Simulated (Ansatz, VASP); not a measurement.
**One calculation of Cd3Te2Se, two programs**

INCAR

```
PREC     = Accurate       # precision mode
ENCUT    = 520            # plane-wave cutoff, eV
EDIFF    = 1E-7           # SCF threshold, eV
ISMEAR   = 0              # smearing method
SIGMA    = 0.02           # smearing width, eV
LREAL    = False          # projectors in reciprocal space
LASPH    = True           # aspherical terms in the spheres
NELM     = 60             # most SCF steps
ALGO     = Normal         # electronic algorithm
ISIF     = 2              # what is computed and relaxed
LWAVE    = False          # write WAVECAR
LCHARG   = False          # write CHGCAR
GGA      = PS             # functional
NBANDS   = 36             # bands
```

The input KPOINTS:

```
regular mesh
0
Gamma
  12 12 12
```

POSCAR

```
Cd3Te2Se
1.0
   -2.2918492927      2.2918492927      9.6949643425
    2.2918492927     -2.2918492927      9.6949643425
    2.2918492927      2.2918492927     -9.6949643425
Cd Te Se
3 2 1
Direct
    0.8255767831      0.8255767831      0.0000000000
    0.5000000000      0.5000000000      0.0000000000
    0.1744232169      0.1744232169      0.0000000000
    0.4126646325      0.9126646325      0.5000000000
    0.0873353675      0.5873353675      0.5000000000
    0.7500000000      0.2500000000      0.5000000000
```

Input for Ansatz:

```yaml
crystal:
  lattice:
    - [-2.2918492934, 2.2918492934, 9.6949644971]
    - [2.2918492934, -2.2918492934, 9.6949644971]
    - [2.2918492934, 2.2918492934, -9.6949644971]
  atoms:
    - { symbol: Cd, position: [0.8255767844, 0.8255767844, 0.0] }
    - { symbol: Cd, position: [0.5, 0.5, 0.0] }
    - { symbol: Cd, position: [0.1744232156, 0.1744232156, 0.0] }
    - { symbol: Te, position: [0.4126646328, 0.9126646328, 0.5] }
    - { symbol: Te, position: [0.0873353672, 0.5873353672, 0.5] }
    - { symbol: Se, position: [0.75, 0.25, 0.5] }
basis:
  ecutwfc: 420
kpoints:
  mp_grid: { grid: [12, 12, 12] }
  band_path:
    path:
      - [[0.0, 0.0, 0.0], [0.0, 0.0, 0.5], [0.25, 0.25, 0.25], [0.0, 0.5, 0.0], [0.0, 0.0, 0.0], [0.5, 0.5, -0.5], [0.26397075, 0.73602925, -0.26397075]]
      - [[-0.26397075, 0.26397075, 0.26397075], [0.0, 0.0, 0.0]]
      - [[0.0, 0.0, 0.5], [-0.0279415, 0.0279415, 0.5]]
      - [[0.5, 0.5, -0.0279415], [0.5, 0.5, -0.5]]
    npoints: 14
hamiltonian:
  xc: pbesol
scf:
  occupations: { method: gaussian, width: 0.02 }
  n_extra_bands: 15
output:
  forces: true
  stress: true
  eigenvalues: true
  populations: true
  dos: { projected: true, de: 0.02, nscf_kmesh: { grid: [18, 18, 18] } }
  bader: true
```

Alike in both runs: task single point; functional PBEsol; k mesh 12 × 12 × 12; occupations gaussian, width 0.02 eV; no spin polarisation.

```csv
,VASP,Ansatz
version,VASP 6.6.1,Ansatz 0.2.0
potentials or method,"VASP PAW PBE potentials, release 64 (Cd, Te, Se), cutoff 520 eV","scalar-relativistic, plane waves, PAW"
valence electrons in the cell,54,108
```

Ansatz gave:

| Quantity | Value |
| --- | --- |
| gap on the k mesh at the Fermi level (eV) | 0.35 |
| least direct gap on the mesh (eV) | 0.35 |
| pressure (GPa) | -2.2 |
| rms of the force components (eV/Å) | 0.003 |

Problem. Estimate VASP's values.

Solution. gap on the k mesh at the Fermi level (eV): 0.35; least direct gap on the mesh (eV): 0.35; pressure (GPa): -2.1; rms of the force components (eV/Å): 0.005.

VASP's potentials were made for PBE, not for PBEsol. Atom by atom the forces differ by 0.003 eV/Å (rms over components). VASP's potentials hold 54 valence electrons a cell and Ansatz's 108, so a difference there can come from the potentials and not from the codes. Ansatz's warnings: k point list ram cut.

Spin-orbit coupling is off throughout.
